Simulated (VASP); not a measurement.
# Te2Mo (P6_3/mmc) in VASP: notebook

Te2Mo is run at these levels: r2SCAN; tasks: single point, relaxation of shape and atoms at fixed volume.

Everything below comes from runs of VASP 6.6.1. Logs are shortened: lines on timing, memory, paths and dates and some standing lists are left out, and cuts for length are marked.

### Step 1. The cell of the first run

It takes space group P6_3/mmc (No. 194, hexagonal). Conventional cell: a = 3.574 Å, b = 3.574 Å, c = 15.523 Å, α = 90.00°, β = 90.00°, γ = 120.00°. Within 3.6 Å of Te (site symmetry 3m) lie 3 Mo at 2.73 Å and 7 Te at 3.57 to 3.58 Å. Mo (site symmetry -6m2) has 6 Te at 2.73 Å and 6 Mo at 3.57 Å within 3.6 Å.

### Step 2. Single point, r2SCAN (28.61 Å³/atom)

POSCAR

```
Te2Mo
1.0
    3.5735475628      0.0000000000      0.0000000000
   -1.7867737814      3.0947829711      0.0000000000
    0.0000000000      0.0000000000     15.5230020697
Te Mo
4 2
Direct
    0.3333333333      0.6666666667      0.6348462641
    0.6666666667      0.3333333333      0.1348462641
    0.3333333333      0.6666666667      0.8651537359
    0.6666666667      0.3333333333      0.3651537359
    0.3333333333      0.6666666667      0.2500000000
    0.6666666667      0.3333333333      0.7500000000
```

INCAR.step1

```
PREC = Accurate
ENCUT = 520
ISMEAR = 0
SIGMA = 0.02
LREAL = False
LASPH = True
NELM = 100
NBANDS = 35
GGA = PE
ALGO = Normal
EDIFF = 1E-4
LWAVE = True
LCHARG = False
```

INCAR.step2

```
PREC = Accurate
ENCUT = 520
EDIFF = 1E-7
ISMEAR = 0
SIGMA = 0.02
LREAL = False
LASPH = True
NELM = 100
ALGO = Normal
ISIF = 2
LWAVE = False
LCHARG = False
METAGGA = R2SCAN
LMIXTAU = True
NBANDS = 35
ISTART = 1
```

KPOINTS

```
Automatic mesh
0
Gamma
  9 9 2
```

Potentials or basis: VASP PAW PBE potentials, release 64 (Te, Mo_sv).

Run with:

```console
$ cat potpaw_PBE.64/Te/POTCAR potpaw_PBE.64/Mo_sv/POTCAR > POTCAR
$ cp INCAR.step1 INCAR
$ mpirun -np 1 vasp_std > vasp.out
$ cp INCAR.step2 INCAR
$ mpirun -np 1 vasp_std > vasp.out
```

OUTCAR:

```text
PREC = Accurate
   ENCUT = 520
   EDIFF = 1E-7
   ISMEAR = 0
   LREAL = False
   LASPH = True
   NELM = 100
   ISIF = 2
   METAGGA = R2SCAN
   ISTART = 1

 ion  position               nearest neighbor table
   1  0.333  0.667  0.635-   6 2.73   6 2.73   6 2.73   3 3.58
   2  0.667  0.333  0.135-   5 2.73   5 2.73   5 2.73   4 3.58
   3  0.333  0.667  0.865-   6 2.73   6 2.73   6 2.73   1 3.58
   4  0.667  0.333  0.365-   5 2.73   5 2.73   5 2.73   2 3.58
   5  0.333  0.667  0.250-   2 2.73   4 2.73   2 2.73   4 2.73   2 2.73   4 2.73
   6  0.667  0.333  0.750-   1 2.73   3 2.73   1 2.73   3 2.73   1 2.73   3 2.73

  LATTYP: Found a hexagonal cell.
 ALAT       =     3.5735475628
 C/A-ratio  =     4.3438632890

  Lattice vectors:

 A1 = (   3.5735475628,   0.0000000000,   0.0000000000)
 A2 = (  -1.7867737814,   3.0947829711,   0.0000000000)
 A3 = (   0.0000000000,   0.0000000000,  15.5230020697)

Analysis of symmetry for initial positions (statically):
=====================================================================
 Subroutine PRICEL returns:
 Original cell was already a primitive cell.

 Routine SETGRP: Setting up the symmetry group for a
 hexagonal supercell.

 Subroutine GETGRP returns: Found 24 space group operations
 (whereof 12 operations were pure point group operations)
 out of a pool of 24 trial point group operations.

The static configuration has the point symmetry D_3d.
 The point group associated with its full space group is D_6h.

Analysis of symmetry for dynamics (positions and initial velocities):
=====================================================================
 Subroutine PRICEL returns:
 Original cell was already a primitive cell.

 Routine SETGRP: Setting up the symmetry group for a
 hexagonal supercell.

 Subroutine GETGRP returns: Found 24 space group operations
 (whereof 12 operations were pure point group operations)
 out of a pool of 24 trial point group operations.

The dynamic configuration has the point symmetry D_3d.
 The point group associated with its full space group is D_6h.

 Subroutine INISYM returns: Found 24 space group operations
 (whereof 12 operations are pure point group operations),
 and found     1 'primitive' translations

----------------------------------------------------------------------------------------

                                     Primitive cell

  volume of cell :     171.6744

  direct lattice vectors                    reciprocal lattice vectors
     3.573547563  0.000000000  0.000000000     0.279833970  0.161562218  0.000000000
    -1.786773781  3.094782971  0.000000000     0.000000000  0.323124435  0.000000000
     0.000000000  0.000000000 15.523002070     0.000000000  0.000000000  0.064420529

  length of vectors
     3.573547563  3.573547563 15.523002070     0.323124435  0.323124435  0.064420529

  position of ions in fractional coordinates (direct lattice)
     0.333333333  0.666666667  0.634846264
     0.666666667  0.333333333  0.134846264
     0.333333333  0.666666667  0.865153736
     0.666666667  0.333333333  0.365153736
     0.333333333  0.666666667  0.250000000
     0.666666667  0.333333333  0.750000000

  ion indices of the primitive-cell ions
   primitive index   ion index
                 1           1
                 2           2
                 3           3
                 4           4
                 5           5
                 6           6

----------------------------------------------------------------------------------------

 KPOINTS: Automatic mesh

Automatic generation of k-mesh.
 Grid dimensions read from file:
 generate k-points for:    9    9    2

 Generating k-lattice:

  Cartesian coordinates                     Fractional coordinates (reciprocal lattice)
     0.031092663  0.017951358  0.000000000     0.111111111  0.000000000  0.000000000
     0.000000000  0.035902715  0.000000000     0.000000000  0.111111111  0.000000000
     0.000000000  0.000000000  0.032210264     0.000000000  0.000000000  0.500000000

  Length of vectors
     0.035902715  0.035902715  0.032210264

  Shift w.r.t. Gamma in fractional coordinates (k-lattice)
     0.000000000  0.000000000  0.000000000

 Subroutine IBZKPT returns following result:
 ===========================================

 Found     24 irreducible k-points:

 Following reciprocal coordinates:
            Coordinates               Weight
  0.000000  0.000000  0.000000      1.000000
  0.111111  0.000000  0.000000      6.000000
  0.222222  0.000000  0.000000      6.000000
  0.333333  0.000000  0.000000      6.000000
  0.444444  0.000000  0.000000      6.000000
  0.111111  0.111111  0.000000      6.000000
[... 16 lines left out ...]
  0.333333  0.222222  0.500000     12.000000
  0.333333  0.333333  0.500000      2.000000
   k-points           NKPTS =     24   k-points in BZ     NKDIM =     24   number of bands    NBANDS=     35
   number of dos      NEDOS =    301   number of ions     NIONS =      6
   total plane-waves  NPLWV =  94080
   dimension x,y,z NGX =    28 NGY =   28 NGZ =  120
   dimension x,y,z NGXF=    56 NGYF=   56 NGZF=  240
   ions per type =               4   2
   NGX,Y,Z   is equivalent  to a cutoff of  13.03, 13.03, 12.85 a.u.
   NGXF,Y,Z  is equivalent  to a cutoff of  26.05, 26.05, 25.70 a.u.
 SYSTEM =  unknown system
   PREC   = accura    normal or accurate (medium, high low for compatibility)
   ISTART =      1    job   : 0-new  1-cont  2-samecut
   ICHARG =      0    charge: 1-file 2-atom 10-const
   ISPIN  =      1    spin polarized calculation?
   LNONCOLLINEAR =      F non collinear calculations
   LSORBIT =      F    spin-orbit coupling
   LASPH  =      T    aspherical Exc in radial PAW
   ENCUT  =  520.0 eV  38.22 Ry    6.18 a.u.   6.64  6.64 28.86*2*pi/ulx,y,z
   NELM   =    100;   NELMIN=  2; NELMDL=  0     # of ELM steps
   EDIFF  = 0.1E-06   stopping-criterion for ELM
   LREAL  =      F    real-space projection
   EDIFFG = 0.1E-05   stopping-criterion for IOM
   NSW    =      0    number of steps for IOM
   IBRION =     -1    ionic relax: 0-MD 1-quasi-New 2-CG
   NFREE  =      0    steps in history (QN), initial steepest desc. (CG)
   ISIF   =      2    stress and relaxation
   ISYM   =      2    0-nonsym 1-usesym 2-fastsym
   POTIM  = 0.5000    time-step for ionic-motion
   TEBEG  =    0.0;   TEEND  =   0.0 temperature during run
   PSTRESS=    0.0 pullay stress
   NELECT =      52.0000    total number of electrons
   NUPDOWN=      -1.0000    fix difference up-down
   EMIN   =  10.00;   EMAX   =-10.00  energy-range for DOS
   EFERMI =   0.00;   METHOD = LEGACY
   ISMEAR =     0;   SIGMA  =   0.02  broadening in eV -4-tet -1-fermi 0-gaus
   EFERMI_NEDOS =   21; number of points for ismear=-14 and -15
   IALGO  =     38    algorithm
   IMIX   =      4    mixing-type and parameters
     AMIX     =   0.40;   BMIX     =  1.00
     AMIX_MAG =   1.60;   BMIX_MAG =  1.00
  volume/ion in A,a.u.               =      28.61       193.09
  Fermi-wavevector in a.u.,A,eV,Ry     =   1.099447  2.077653 16.446487  1.208783
  Thomas-Fermi vector in A             =   2.235841
   LORBIT       =      0    0 simple, 1 ext, 2 COOP (PROOUT), +10 PAW based schemes
   METAGGA = R2SCAN    functional components
   LHFCALC =     F    Hartree Fock is set to
   AEXX    =    0.0000 exact exchange contribution
   IVDW    =     0    specifies the selected vdW correction
   LEPSILON=     F    determine dielectric tensor
   LRPA    =     F    only Hartree local field effects (RPA)
 non-spin polarized calculation
 Gauss-broadening in eV      SIGMA  =   0.02
  energy-cutoff  :      520.00
  volume of cell :      171.67
 maximum number of plane-waves:      4677
 NGX is ok and might be reduce to    28
   NGX = 13   NGY = 13   NGZ = 57

 number of electron      51.9999999 magnetization

 Free energy of the ion-electron system (eV)
  ---------------------------------------------------
  ext. energy  EPLUGINS =         0.00000000
  ---------------------------------------------------
  free energy    TOTEN  =      -155.64613883 eV

  energy without entropy =     -155.64613883  energy(sigma->0) =     -155.64613883

 E-fermi :   6.5152     XC(G=0): -10.1226

 val. band max:        6.2480801728   @ k =   0.3333   0.3333   0.0000
 cond. band min:       7.3130048008   @ k =   0.3333   0.3333   0.0000
 fundamental gap:      1.0649246281
 Fermi energy:         6.5152141786

 k-point     1 :       0.0000    0.0000    0.0000
  band No.  band energies     occupation
      1     -56.4283      2.00000
      2     -56.4283      2.00000
      3     -29.8408      2.00000
      4     -29.8408      2.00000
      5     -29.7607      2.00000
      6     -29.7607      2.00000
[... 27 lines left out ...]
     34       9.6894      0.00000
     35      11.8212      0.00000

 k-point     2 :       0.1111    0.0000    0.0000
  band No.  band energies     occupation
      1     -56.4273      2.00000
      2     -56.4273      2.00000
      3     -29.8375      2.00000
      4     -29.8375      2.00000
      5     -29.7749      2.00000
      6     -29.7749      2.00000
[... 27 lines left out ...]
     34       9.5322      0.00000
     35      12.2172      0.00000

 k-point     3 :       0.2222    0.0000    0.0000
  band No.  band energies     occupation
      1     -56.4246      2.00000
      2     -56.4246      2.00000
      3     -29.8294      2.00000
      4     -29.8294      2.00000
      5     -29.8107      2.00000
      6     -29.8107      2.00000
[... 27 lines left out ...]
     34       9.8373      0.00000
     35      12.4498      0.00000
[... 723 lines left out ...]
 k-point    23 :       0.3333    0.2222    0.5000
  band No.  band energies     occupation
      1     -56.4187      2.00000
      2     -56.4187      2.00000
      3     -29.8634      2.00000
      4     -29.8634      2.00000
      5     -29.8163      2.00000
      6     -29.8163      2.00000
[... 27 lines left out ...]
     34      10.1602      0.00000
     35      11.4228      0.00000

 k-point    24 :       0.3333    0.3333    0.5000
  band No.  band energies     occupation
      1     -56.4182      2.00000
      2     -56.4182      2.00000
      3     -29.8530      2.00000
      4     -29.8530      2.00000
      5     -29.8355      2.00000
      6     -29.8355      2.00000
[... 27 lines left out ...]
     34      10.3301      0.00000
     35      11.4928      0.00000

------------------------ aborting loop because EDIFF is reached ----------------------------------------

  FORCE on cell =-STRESS in cart. coord.  units (eV):
  Direction    XX          YY          ZZ          XY          YZ          ZX
  --------------------------------------------------------------------------------------
  -------------------------------------------------------------------------------------
  Total       -0.4893431     -0.4893431     -0.3826431      0.0000000      0.0000000      0.0000000
  in kB       -4.5668690     -4.5668690     -3.5710748      0.0000000      0.0000000      0.0000000
  external PRESSURE =      -4.2349376 kB  Pullay stress =       0.0000000 kB

 VOLUME and BASIS-vectors are now :
 -----------------------------------------------------------------------------
  energy-cutoff  :      520.00
  volume of cell :      171.67
      direct lattice vectors                 reciprocal lattice vectors
     3.573547563  0.000000000  0.000000000     0.279833970  0.161562218  0.000000000
    -1.786773781  3.094782971  0.000000000     0.000000000  0.323124435  0.000000000
     0.000000000  0.000000000 15.523002070     0.000000000  0.000000000  0.064420529

 POSITION                                       TOTAL-FORCE (eV/Angst)
 -----------------------------------------------------------------------------------
     -0.00000      2.06319      9.85472         0.000000     -0.000000     -0.031019
      1.78677      1.03159      2.09322         0.000000      0.000000     -0.031019
     -0.00000      2.06319     13.42978         0.000000      0.000000      0.031019
      1.78677      1.03159      5.66828         0.000000      0.000000      0.031019
     -0.00000      2.06319      3.88075         0.000000      0.000000      0.000000
      1.78677      1.03159     11.64225        -0.000000     -0.000000      0.000000
 -----------------------------------------------------------------------------------
    total drift:                               -0.000000      0.000000     -0.000000

  FREE ENERGIE OF THE ION-ELECTRON SYSTEM (eV)
  ---------------------------------------------------
  free  energy   TOTEN  =      -155.6461388272 eV

  energy  without entropy=     -155.6461388272  energy(sigma->0) =     -155.64613883
```

Wall time 18 min (1 thread of Intel Xeon 8259CL, shared host); peak memory 0.4 GiB.

Results:

```yaml
Free_energy: -155.6461 eV
Pressure: -0.4 GPa
Largest_force: 0.031 eV/Å
Band_gap_on_the_k_mesh: 1.06 eV
```

Forces on the atoms (eV/Å):
```
Te   0.000  0.000 -0.031
Te   0.000  0.000 -0.031
Te   0.000  0.000  0.031
Te   0.000  0.000  0.031
Mo   0.000  0.000  0.000
Mo   0.000  0.000  0.000
```

Levels at points of the mesh, in eV from the valence-band top:
```tsv
k point	band 24	band 25	band 26	band 27	band 28	band 29
(0.00, 0.00, 0.00)	-1.02	-0.66	-0.08	3.08	3.08	3.11
(0.00, 0.00, 0.50)	-1.06	-0.24	-0.24	3.10	3.10	3.10
```

Caveat: the PAW data sets were made with another functional, which shifts forces and pressure a little; spin-orbit coupling is left out, which moves the levels of the heavy elements. A k mesh can miss the band edges.

### Step 3. Relaxation of shape and atoms at fixed volume, r2SCAN (25.37 Å³/atom)

This run uses another cell than the first one, of 25.37 Å³/atom.

POSCAR

```
Te2Mo
1.0
    3.5143593861      0.0000000000      0.0000000000
   -1.7571796930      3.0435245063      0.0000000000
    0.0000000000      0.0000000000     14.2332636691
Te Mo
4 2
Direct
    0.3333333333      0.6666666667      0.6254524504
    0.6666666667      0.3333333333      0.1254524504
    0.3333333333      0.6666666667      0.8745475496
    0.6666666667      0.3333333333      0.3745475496
    0.3333333333      0.6666666667      0.2500000000
    0.6666666667      0.3333333333      0.7500000000
```

INCAR.step1

```
  PREC = Accurate
  ENCUT = 600
  ISMEAR = 0
  SIGMA = 0.02
  LREAL = F
  LASPH = T
  NELM = 60
  GGA = PE
  ALGO = Normal
  EDIFF = 1E-4
  LWAVE = T
  LCHARG = F
```

INCAR.step2

```
  PREC = Accurate
  ENCUT = 600
  EDIFF = 1E-7
  ISMEAR = 0
  SIGMA = 0.02
  LREAL = F
  LASPH = T
  NELM = 60
  ALGO = Normal
  ISIF = 4
  LWAVE = F
  LCHARG = F
  METAGGA = R2SCAN
  LMIXTAU = T
  IBRION = 2
  NSW = 50
  EDIFFG = -0.01
  ISTART = 1
```

KPOINTS is that of step 2.

Potentials or basis: VASP PAW PBE potentials, release 64 (Te, Mo_sv).

Run with:

```console
$ cat potpaw_PBE.64/Te/POTCAR potpaw_PBE.64/Mo_sv/POTCAR > POTCAR
$ cp INCAR.step1 INCAR
$ mpirun -np 1 vasp_std > vasp.out
$ cp INCAR.step2 INCAR
$ mpirun -np 1 vasp_std > vasp.out
```

OUTCAR:

```text
PREC = Accurate
   ENCUT = 600
   EDIFF = 1E-7
   ISMEAR = 0
   LREAL = F
   LASPH = T
   NELM = 60
   ISIF = 4
   METAGGA = R2SCAN
   IBRION = 2
   NSW = 50
   EDIFFG = -0.01
   ISTART = 1

 ion  position               nearest neighbor table
   1  0.333  0.667  0.625-   6 2.69   6 2.69   6 2.69   3 3.55
   2  0.667  0.333  0.125-   5 2.69   5 2.69   5 2.69   4 3.55
   3  0.333  0.667  0.875-   6 2.69   6 2.69   6 2.69   1 3.55
   4  0.667  0.333  0.375-   5 2.69   5 2.69   5 2.69   2 3.55
   5  0.333  0.667  0.250-   2 2.69   4 2.69   2 2.69   4 2.69   2 2.69   4 2.69
   6  0.667  0.333  0.750-   1 2.69   3 2.69   1 2.69   3 2.69   1 2.69   3 2.69

  LATTYP: Found a hexagonal cell.
 ALAT       =     3.5143593861
[... 199 lines left out ...]
  --------------------------------------------------------------------------------------
  -------------------------------------------------------------------------------------
  Total        3.6494395      3.6494395      4.4421799      0.0000000     -0.0000000     -0.0000000
  in kB       38.4069020     38.4069020     46.7497460      0.0000000     -0.0000000     -0.0000000
  external PRESSURE =      41.1878500 kB  Pullay stress =       0.0000000 kB
[... 147 lines left out ...]
--------------------------------------- Ionic step        5  -------------------------------------------

 number of electron      52.0000002 magnetization

 Free energy of the ion-electron system (eV)
  ---------------------------------------------------
  ext. energy  EPLUGINS =         0.00000000
  ---------------------------------------------------
  free energy    TOTEN  =      -155.61791521 eV

  energy without entropy =     -155.61791521  energy(sigma->0) =     -155.61791521

 E-fermi :   8.0511     XC(G=0): -10.9242

 val. band max:        7.8664136988   @ k =   0.0000   0.0000   0.0000
 cond. band min:       8.7786936520   @ k =   0.2222   0.2222   0.0000
 fundamental gap:      0.9122799532
 Fermi energy:         8.0510794630

 k-point     1 :       0.0000    0.0000    0.0000
  band No.  band energies     occupation
      1     -54.9339      2.00000
      2     -54.9339      2.00000
      3     -28.3692      2.00000
      4     -28.3692      2.00000
      5     -28.2613      2.00000
      6     -28.2613      2.00000
[... 838 lines left out ...]
  FREE ENERGIE OF THE ION-ELECTRON SYSTEM (eV)
  ---------------------------------------------------
  free  energy   TOTEN  =      -155.6179152084 eV

  energy  without entropy=     -155.6179152084  energy(sigma->0) =     -155.61791521

 reached required accuracy - stopping structural energy minimisation
```

OSZICAR.step1:

```text
N       E                     dE             d eps       ncg     rms          rms(c)
DAV:   1     0.451364431429E+03    0.45136E+03   -0.29210E+04  1688   0.169E+03
DAV:   2    -0.119802195515E+02   -0.46334E+03   -0.45513E+03  1874   0.369E+02
DAV:   3    -0.364878558190E+02   -0.24508E+02   -0.24166E+02  1872   0.727E+01
DAV:   4    -0.371483282906E+02   -0.66047E+00   -0.65821E+00  1874   0.116E+01
DAV:   5    -0.371674964850E+02   -0.19168E-01   -0.19154E-01  1969   0.197E+00    0.225E+01
DAV:   6    -0.363957641491E+02    0.77173E+00   -0.80416E+00  1728   0.142E+01    0.909E+00
DAV:   7    -0.363323518622E+02    0.63412E-01   -0.76145E+00  1624   0.112E+01    0.638E+00
DAV:   8    -0.359576111752E+02    0.37474E+00   -0.15938E+00  1761   0.585E+00    0.304E+00
DAV:   9    -0.359584125547E+02   -0.80138E-03   -0.25747E-01  1956   0.228E+00    0.123E+00
DAV:  10    -0.359529582944E+02    0.54543E-02   -0.43451E-02  1846   0.107E+00    0.275E-01
DAV:  11    -0.359532731224E+02   -0.31483E-03   -0.22283E-03  1853   0.242E-01    0.232E-01
DAV:  12    -0.359532002971E+02    0.72825E-04   -0.31075E-04  1480   0.812E-02
   1 F= -.35953200E+02 E0= -.35953200E+02  d E =-.558432E-91
```

It took 54 min on 1 thread of Oxide Virtual Turin-like, shared host; peak memory 0.38 GiB.

Results:

```
Free energy                  : -155.6179 eV
Energy gained by relaxing    : 6.2 meV/atom
Ionic steps                  : 5
Pressure after relaxing      : 1.8 GPa
Largest force after relaxing : 0.008 eV/Å
Band gap on the k mesh       : 0.91 eV (least direct gap 1.09 eV)
```

Forces in eV/Å, atoms in the order of the input:
```
Te   0.000  0.000 -0.008
Te   0.000  0.000 -0.008
Te   0.000  0.000  0.008
Te   0.000  0.000  0.008
Mo   0.000  0.000  0.000
Mo   0.000  0.000  0.000
```

Step by step:
```
step  energy change (eV)  largest force (eV/Å)  pressure (GPa)  volume (Å³)
   1              0.0000                0.4904            4.12       152.24
   2             -0.0242                0.0533            2.53       152.24
   3             -0.0243                0.0597            2.55       152.24
   4             -0.0324                0.0400            2.24       152.24
   5             -0.0372                0.0079            1.77       152.24
```

Final structure:
```
Te Mo
1.0
     3.53536    0.00000    0.00000
    -1.76768    3.06171    0.00000
     0.00000    0.00000   14.06471
Te Mo
4 2
Cartesian
  0.0000 2.0411 8.7543
  1.7677 1.0206 1.7219
  0.0000 2.0411 12.3428
  1.7677 1.0206 5.3104
  0.0000 2.0411 3.5162
  1.7677 1.0206 10.5485
```

Caveat: the PAW data sets were made with another functional, which shifts forces and pressure a little; spin-orbit coupling is left out, which moves the levels of the heavy elements.
